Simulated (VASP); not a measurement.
# CdSe (Fm-3m) in VASP: a series of runs

The runs below take CdSe through single point, with PBEsol.

Everything below comes from runs of VASP 6.6.1. Logs are shortened: lines on timing, memory, paths and dates and some standing lists are left out, and cuts for length are marked.

### 1 The cell of the first run

The structure is cubic, space group Fm-3m (No. 225). The conventional cell has a = 5.631 Å, b = 5.631 Å, c = 5.631 Å, α = 90.00°, β = 90.00°, γ = 90.00°. Cd (site symmetry m-3m) has 6 Se at 2.82 Å within 3.7 Å. Se (site symmetry m-3m) has 6 Cd at 2.82 Å within 3.7 Å.

### 2 Single point, PBEsol

File INCAR:

```
  ALGO = Normal
  EDIFF = 1E-6
  ENCUT = 500
  GGA = PS
  GGA_COMPAT = False
  ISIF = 2
  ISMEAR = -1
  LASPH = True
  LCHARG = True
  LELF = True
  LREAL = False
  LVHAR = True
  LWAVE = False
  NBANDS = 16
  NELM = 120
  PREC = Accurate
  SIGMA = 0.05
```

File KPOINTS:

```
k-points
0
Gamma
  6 6 6
```

File POSCAR:

```
CdSe
1.0
    0.0000000000      2.8152893338      2.8152893338
    2.8152893338      0.0000000000      2.8152893338
    2.8152893338      2.8152893338      0.0000000000
Cd Se
1 1
Direct
    0.0000000000      0.0000000000      0.0000000000
    0.5000000000      0.5000000000      0.5000000000
```

Potentials or basis: VASP PAW PBE potentials, release 64 (Cd, Se).

Run with:

```sh
$ cat potpaw_PBE.64/Cd/POTCAR potpaw_PBE.64/Se/POTCAR > POTCAR
$ mpirun -np 1 vasp_std > vasp.out
```

OUTCAR:

```text
EDIFF = 1E-6
   ENCUT = 500
   GGA = PS
   ISIF = 2
   ISMEAR = -1
   LASPH = True
   LREAL = False
   NELM = 120
   PREC = Accurate

 ion  position               nearest neighbor table
   1  0.000  0.000  0.000-   2 2.82   2 2.82   2 2.82   2 2.82   2 2.82   2 2.82
   2  0.500  0.500  0.500-   1 2.82   1 2.82   1 2.82   1 2.82   1 2.82   1 2.82

  LATTYP: Found a face centered cubic cell.
 ALAT       =     5.6305786676

  Lattice vectors:

 A1 = (   0.0000000000,   2.8152893338,   2.8152893338)
 A2 = (   2.8152893338,   0.0000000000,   2.8152893338)
 A3 = (   2.8152893338,   2.8152893338,   0.0000000000)

Analysis of symmetry for initial positions (statically):
=====================================================================
 Subroutine PRICEL returns:
 Original cell was already a primitive cell.

 Routine SETGRP: Setting up the symmetry group for a
 face centered cubic supercell.

 Subroutine GETGRP returns: Found 48 space group operations
 (whereof 48 operations were pure point group operations)
 out of a pool of 48 trial point group operations.

The static configuration has the point symmetry O_h .

Analysis of symmetry for dynamics (positions and initial velocities):
=====================================================================
 Subroutine PRICEL returns:
 Original cell was already a primitive cell.

 Routine SETGRP: Setting up the symmetry group for a
 face centered cubic supercell.

 Subroutine GETGRP returns: Found 48 space group operations
 (whereof 48 operations were pure point group operations)
 out of a pool of 48 trial point group operations.

The dynamic configuration has the point symmetry O_h .

 Subroutine INISYM returns: Found 48 space group operations
 (whereof 48 operations are pure point group operations),
 and found     1 'primitive' translations

----------------------------------------------------------------------------------------

                                     Primitive cell

  volume of cell :      44.6271

  direct lattice vectors                    reciprocal lattice vectors
     0.000000000  2.815289334  2.815289334    -0.177601639  0.177601639  0.177601639
     2.815289334  0.000000000  2.815289334     0.177601639 -0.177601639  0.177601639
     2.815289334  2.815289334  0.000000000     0.177601639  0.177601639 -0.177601639

  length of vectors
     3.981420358  3.981420358  3.981420358     0.307615062  0.307615062  0.307615062

  position of ions in fractional coordinates (direct lattice)
     0.000000000  0.000000000  0.000000000
     0.500000000  0.500000000  0.500000000

  ion indices of the primitive-cell ions
   primitive index   ion index
                 1           1
                 2           2

----------------------------------------------------------------------------------------

 KPOINTS: k-points

Automatic generation of k-mesh.
 Grid dimensions read from file:
 generate k-points for:    6    6    6

 Generating k-lattice:

  Cartesian coordinates                     Fractional coordinates (reciprocal lattice)
    -0.029600273  0.029600273  0.029600273     0.166666667  0.000000000  0.000000000
     0.029600273 -0.029600273  0.029600273     0.000000000  0.166666667  0.000000000
     0.029600273  0.029600273 -0.029600273     0.000000000  0.000000000  0.166666667

  Length of vectors
     0.051269177  0.051269177  0.051269177

  Shift w.r.t. Gamma in fractional coordinates (k-lattice)
     0.000000000  0.000000000  0.000000000

 Subroutine IBZKPT returns following result:
 ===========================================

 Found     16 irreducible k-points:

 Following reciprocal coordinates:
            Coordinates               Weight
  0.000000  0.000000  0.000000      1.000000
  0.166667  0.000000  0.000000      8.000000
  0.333333  0.000000  0.000000      8.000000
  0.500000  0.000000  0.000000      4.000000
  0.166667  0.166667  0.000000      6.000000
  0.333333  0.166667  0.000000     24.000000
[... 8 lines left out ...]
 -0.333333  0.333333  0.166667     24.000000
 -0.333333  0.500000  0.166667     12.000000
   k-points           NKPTS =     16   k-points in BZ     NKDIM =     16   number of bands    NBANDS=     16
   number of dos      NEDOS =    301   number of ions     NIONS =      2
   total plane-waves  NPLWV =  27000
   dimension x,y,z NGX =    30 NGY =   30 NGZ =   30
   dimension x,y,z NGXF=    60 NGYF=   60 NGZF=   60
   ions per type =               1   1
   NGX,Y,Z   is equivalent  to a cutoff of  12.53, 12.53, 12.53 a.u.
   NGXF,Y,Z  is equivalent  to a cutoff of  25.05, 25.05, 25.05 a.u.
 SYSTEM =  unknown system
   PREC   = accura    normal or accurate (medium, high low for compatibility)
   ISTART =      0    job   : 0-new  1-cont  2-samecut
   ICHARG =      2    charge: 1-file 2-atom 10-const
   ISPIN  =      1    spin polarized calculation?
   LNONCOLLINEAR =      F non collinear calculations
   LSORBIT =      F    spin-orbit coupling
   LASPH  =      T    aspherical Exc in radial PAW
   ENCUT  =  500.0 eV  36.75 Ry    6.06 a.u.   7.26  7.26  7.26*2*pi/ulx,y,z
   NELM   =    120;   NELMIN=  2; NELMDL= -5     # of ELM steps
   EDIFF  = 0.1E-05   stopping-criterion for ELM
   LREAL  =      F    real-space projection
   EDIFFG = 0.1E-04   stopping-criterion for IOM
   NSW    =      0    number of steps for IOM
   IBRION =     -1    ionic relax: 0-MD 1-quasi-New 2-CG
   NFREE  =      0    steps in history (QN), initial steepest desc. (CG)
   ISIF   =      2    stress and relaxation
   ISYM   =      2    0-nonsym 1-usesym 2-fastsym
   POTIM  = 0.5000    time-step for ionic-motion
   TEBEG  =    0.0;   TEEND  =   0.0 temperature during run
   PSTRESS=    0.0 pullay stress
   NELECT =      18.0000    total number of electrons
   NUPDOWN=      -1.0000    fix difference up-down
   EMIN   =  10.00;   EMAX   =-10.00  energy-range for DOS
   EFERMI =   0.00;   METHOD = LEGACY
   ISMEAR =    -1;   SIGMA  =   0.05  broadening in eV -4-tet -1-fermi 0-gaus
   EFERMI_NEDOS =   21; number of points for ismear=-14 and -15
   IALGO  =     38    algorithm
   IMIX   =      4    mixing-type and parameters
     AMIX     =   0.40;   BMIX     =  1.00
     AMIX_MAG =   1.60;   BMIX_MAG =  1.00
  volume/ion in A,a.u.               =      22.31       150.58
  Fermi-wavevector in a.u.,A,eV,Ry     =   1.209575  2.285764 19.906283  1.463071
  Thomas-Fermi vector in A             =   2.345148
   LORBIT       =      0    0 simple, 1 ext, 2 COOP (PROOUT), +10 PAW based schemes
   GGA     = PS    functional components
   LHFCALC =     F    Hartree Fock is set to
   AEXX    =    0.0000 exact exchange contribution
   IVDW    =     0    specifies the selected vdW correction
   LEPSILON=     F    determine dielectric tensor
   LRPA    =     F    only Hartree local field effects (RPA)
 non-spin polarized calculation
  energy-cutoff  :      500.00
  volume of cell :       44.63
 maximum number of plane-waves:      1158
 NGX is ok and might be reduce to    30
   NGX = 15   NGY = 15   NGZ = 15

 number of electron      17.9999992 magnetization

 Free energy of the ion-electron system (eV)
  ---------------------------------------------------
  ext. energy  EPLUGINS =         0.00000000
  ---------------------------------------------------
  free energy    TOTEN  =        -5.98803683 eV

  energy without entropy =       -5.98337956  energy(sigma->0) =       -5.98570819

 E-fermi :   2.7529     XC(G=0): -10.4843

 val. band max:        2.6653724645   @ k =   0.5000   0.0000   0.0000
 cond. band min:       2.9110582884   @ k =   0.0000   0.0000   0.0000
 fundamental gap:      0.2456858239
 Fermi energy:         2.7529003636

 k-point     1 :       0.0000    0.0000    0.0000
  band No.  band energies     occupation
      1     -10.6128      2.00000
      2      -5.3124      2.00000
      3      -5.3124      2.00000
      4      -5.2928      2.00000
      5      -5.2928      2.00000
      6      -5.2928      2.00000
[... 8 lines left out ...]
     15      12.6862      0.00000
     16      12.6862      0.00000

 k-point     2 :       0.1667    0.0000    0.0000
  band No.  band energies     occupation
      1     -10.3922      2.00000
      2      -5.3809      2.00000
      3      -5.3809      2.00000
      4      -5.3168      2.00000
      5      -5.2533      2.00000
      6      -5.2533      2.00000
[... 8 lines left out ...]
     15      12.3159      0.00000
     16      12.3159      0.00000

 k-point     3 :       0.3333    0.0000    0.0000
  band No.  band energies     occupation
      1      -9.8702      2.00000
      2      -5.5167      2.00000
      3      -5.5167      2.00000
      4      -5.4128      2.00000
      5      -5.1681      2.00000
      6      -5.1681      2.00000
[... 8 lines left out ...]
     15      13.8961      0.00000
     16      13.8961      0.00000

 k-point     4 :       0.5000    0.0000    0.0000
  band No.  band energies     occupation
      1      -9.5471      2.00000
      2      -5.5820      2.00000
      3      -5.5820      2.00000
      4      -5.5142      2.00000
      5      -5.1246      2.00000
      6      -5.1246      2.00000
[... 8 lines left out ...]
     15      15.7021      0.00000
     16      15.7021      0.00000

 k-point     5 :       0.1667    0.1667    0.0000
  band No.  band energies     occupation
      1     -10.3368      2.00000
      2      -5.4401      2.00000
      3      -5.3261      2.00000
      4      -5.2893      2.00000
      5      -5.2504      2.00000
      6      -5.2504      2.00000
[... 8 lines left out ...]
     15      14.6663      0.00000
     16      14.6663      0.00000

 k-point     6 :       0.3333    0.1667    0.0000
  band No.  band energies     occupation
      1      -9.9630      2.00000
      2      -5.4757      2.00000
      3      -5.3715      2.00000
      4      -5.3586      2.00000
      5      -5.1907      2.00000
      6      -5.1579      2.00000
[... 8 lines left out ...]
     15      14.7740      0.00000
     16      15.1085      0.00000

 k-point     7 :       0.5000    0.1667    0.0000
  band No.  band energies     occupation
      1      -9.5945      2.00000
      2      -5.4973      2.00000
      3      -5.4268      2.00000
      4      -5.4172      2.00000
      5      -5.1153      2.00000
      6      -5.1138      2.00000
[... 8 lines left out ...]
     15      15.8612      0.00000
     16      15.9424      0.00000

 k-point     8 :      -0.3333    0.1667    0.0000
  band No.  band energies     occupation
      1      -9.6659      2.00000
      2      -5.5458      2.00000
      3      -5.4909      2.00000
      4      -5.3501      2.00000
      5      -5.1572      2.00000
      6      -5.0966      2.00000
[... 8 lines left out ...]
     15      14.1296      0.00000
     16      15.9394      0.00000

 k-point     9 :      -0.1667    0.1667    0.0000
  band No.  band energies     occupation
      1     -10.0872      2.00000
      2      -5.4866      2.00000
      3      -5.4320      2.00000
      4      -5.3273      2.00000
      5      -5.2292      2.00000
      6      -5.1678      2.00000
[... 8 lines left out ...]
     15      14.0220      0.00000
     16      14.6244      0.00000

 k-point    10 :       0.3333    0.3333    0.0000
  band No.  band energies     occupation
      1      -9.8644      2.00000
      2      -5.3926      2.00000
      3      -5.2429      2.00000
      4      -5.2118      2.00000
      5      -5.1372      2.00000
      6      -5.1372      2.00000
[... 8 lines left out ...]
     15      16.0882      0.00000
     16      17.7950      0.00000

 k-point    11 :       0.5000    0.3333    0.0000
  band No.  band energies     occupation
      1      -9.6760      2.00000
      2      -5.3968      2.00000
      3      -5.3138      2.00000
      4      -5.1550      2.00000
      5      -5.0868      2.00000
      6      -4.8204      2.00000
[... 8 lines left out ...]
     15      16.7027      0.00000
     16      17.7842      0.00000

 k-point    12 :      -0.3333    0.3333    0.0000
  band No.  band energies     occupation
      1      -9.5708      2.00000
      2      -5.4536      2.00000
      3      -5.3965      2.00000
      4      -5.2385      2.00000
      5      -5.1143      2.00000
      6      -4.8868      2.00000
[... 8 lines left out ...]
     15      14.4010      0.00000
     16      17.3160      0.00000

 k-point    13 :       0.5000    0.5000    0.0000
  band No.  band energies     occupation
      1      -9.7114      2.00000
      2      -5.4259      2.00000
      3      -5.2196      2.00000
      4      -5.0634      2.00000
      5      -5.0634      2.00000
      6      -4.4869      2.00000
[... 8 lines left out ...]
     15      17.3807      0.00000
     16      17.8017      0.00000

 k-point    14 :       0.5000    0.3333    0.1667
  band No.  band energies     occupation
      1      -9.7046      2.00000
      2      -5.4285      2.00000
      3      -5.3507      2.00000
      4      -5.3459      2.00000
      5      -5.1346      2.00000
      6      -5.0365      2.00000
[... 8 lines left out ...]
     15      16.1735      0.00000
     16      16.7907      0.00000

 k-point    15 :      -0.3333    0.3333    0.1667
  band No.  band energies     occupation
      1      -9.5707      2.00000
      2      -5.4785      2.00000
      3      -5.3241      2.00000
      4      -5.2995      2.00000
      5      -5.0952      2.00000
      6      -4.8893      2.00000
[... 8 lines left out ...]
     15      14.6045      0.00000
     16      17.2853      0.00000

 k-point    16 :      -0.3333    0.5000    0.1667
  band No.  band energies     occupation
      1      -9.6132      2.00000
      2      -5.3756      2.00000
      3      -5.3668      2.00000
      4      -5.1929      2.00000
      5      -5.0633      2.00000
      6      -4.6188      2.00000
[... 8 lines left out ...]
     15      15.9551      0.00000
     16      17.8029      0.00000

------------------------ aborting loop because EDIFF is reached ----------------------------------------

  FORCE on cell =-STRESS in cart. coord.  units (eV):
  Direction    XX          YY          ZZ          XY          YZ          ZX
  --------------------------------------------------------------------------------------
  -------------------------------------------------------------------------------------
  Total        0.1161587      0.1161587      0.1161587      0.0000000      0.0000000      0.0000000
  in kB        4.1702617      4.1702617      4.1702617      0.0000000      0.0000000      0.0000000
  external PRESSURE =       4.1702617 kB  Pullay stress =       0.0000000 kB

 VOLUME and BASIS-vectors are now :
 -----------------------------------------------------------------------------
  energy-cutoff  :      500.00
  volume of cell :       44.63
      direct lattice vectors                 reciprocal lattice vectors
     0.000000000  2.815289334  2.815289334    -0.177601639  0.177601639  0.177601639
     2.815289334  0.000000000  2.815289334     0.177601639 -0.177601639  0.177601639
     2.815289334  2.815289334  0.000000000     0.177601639  0.177601639 -0.177601639

 POSITION                                       TOTAL-FORCE (eV/Angst)
 -----------------------------------------------------------------------------------
      0.00000      0.00000      0.00000        -0.000000      0.000000     -0.000000
      2.81529      2.81529      2.81529         0.000000     -0.000000      0.000000
 -----------------------------------------------------------------------------------
    total drift:                               -0.000000      0.000000      0.000000

  FREE ENERGIE OF THE ION-ELECTRON SYSTEM (eV)
  ---------------------------------------------------
  free  energy   TOTEN  =        -5.9880368298 eV

  energy  without entropy=       -5.9833795554  energy(sigma->0) =       -5.98570819
```

Run time: 23 s. Hardware: 1 thread of Intel Xeon Platinum 8375C at 2.90GHz (Ice Lake), shared host; peak memory 0.17 GiB.

What came out:

- Free energy: -5.9880 eV
- Pressure: 0.4 GPa
- Band gap on the k mesh: zero (band 9 reaches 2.67 eV, above the bottom of band 10 at 2.14 eV)

Caveat: the PAW data sets were made with another functional, which shifts forces and pressure a little.

### 3 Single point, PBEsol

This run uses another cell than the first one, of 23.03 Å³/atom, 1.032 times its volume.

File INCAR:

```
SYSTEM = CdSe
  PREC = Accurate
  ENCUT = 500
  EDIFF = 1E-6
  ISMEAR = -1
  SIGMA = 0.05
  LREAL = .FALSE.
  LASPH = .TRUE.
  NELM = 120
  ALGO = Normal
  ISIF = 2
  LWAVE = .FALSE.
  LCHARG = .TRUE.
  GGA = PS
  LELF = .TRUE.
  LVHAR = .TRUE.
  NBANDS = 16
  GGA_COMPAT = .FALSE.
```

File KPOINTS:

```
Automatic mesh
0
G
  6 6 6
  0 0 0
```

File POSCAR:

```
CdSe
1.0
    0.0000000000      2.8449261363      2.8449261363
    2.8449261363      0.0000000000      2.8449261363
    2.8449261363      2.8449261363      0.0000000000
Cd Se
1 1
Direct
    0.0000000000      0.0000000000      0.0000000000
    0.5000000000      0.5000000000      0.5000000000
```

Potentials or basis: VASP PAW PBE potentials, release 64 (Cd, Se).

Run with:

```sh
$ cat potpaw_PBE.64/Cd/POTCAR potpaw_PBE.64/Se/POTCAR > POTCAR
$ mpirun -np 1 vasp_std > vasp.out
```

It took 26 s on 1 thread of Intel Xeon Platinum 8375C at 2.90GHz (Ice Lake), shared host; peak memory 0.17 GiB.

The run converged. Its results:

```
Free energy            : -5.9821 eV
Pressure               : -1.7 GPa
Band gap on the k mesh : zero (band 9 reaches 2.36 eV, above the bottom of band 10 at 1.86 eV)
```

Levels at points of the mesh, in eV from the Fermi level:
| k point | band 7 | band 8 | band 9 | band 10 | band 11 | band 12 |
| --- | --- | --- | --- | --- | --- | --- |
| (0.00, 0.00, 0.00) | -0.71 | -0.71 | -0.71 | 0.04 | 8.55 | 8.55 |
| (0.50, 0.00, 0.00) | -5.18 | -0.09 | -0.09 | 2.83 | 5.12 | 5.12 |
| (0.50, 0.50, 0.00) | -4.37 | -2.23 | -2.23 | -0.60 | 5.27 | 9.77 |

Caveat: the PAW data sets were made with another functional, which shifts forces and pressure a little.
